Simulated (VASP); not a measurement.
**Cd: single point with r2SCAN**

The system is Cd.

```
CELL_PARAMETERS angstrom
-1.74443 1.74443 1.74443
1.74443 -1.74443 1.74443
1.74443 1.74443 -1.74443
ATOMIC_POSITIONS crystal
Cd 0.00000 0.00000 0.00000
```

This cell differs from its parent crystal: volume scaled by 0.96.

```yaml
Program: VASP 6.6.1
Task: single point
Functional: r2SCAN
Potentials_or_basis: VASP PAW PBE potentials, release 64 (Cd)
Cutoff: 520 eV
k_mesh: 14 × 14 × 14
Occupations: fermi-dirac, width 0.1 eV
Spin: no spin polarisation
```

- Pressure: 2.4 GPa
- Band gap on the k mesh: zero (band 6 reaches 6.76 eV, above the bottom of band 7 at 2.26 eV)

Levels at points of the mesh, in eV from the Fermi level:
```csv
k point,band 3,band 4,band 5,band 6,band 7,band 8,band 9,band 10
"(0.00, 0.00, 0.00)",-9.90,-9.52,-9.20,-9.20,16.30,16.30,16.30,17.65
"(0.50, 0.00, 0.00)",-9.23,-9.17,-8.72,-2.45,-0.89,10.09,10.62,14.36
"(0.50, 0.50, 0.50)",-8.84,-8.84,-8.84,3.61,3.61,3.61,6.55,8.32
```

It took 23 s on 1 thread of Intel(R) Xeon(R) 6975P-C (Granite Rapids), on a shared host, peak memory 0.15 GiB.

Caveat: the PAW data sets were made with another functional, which shifts forces and pressure a little.
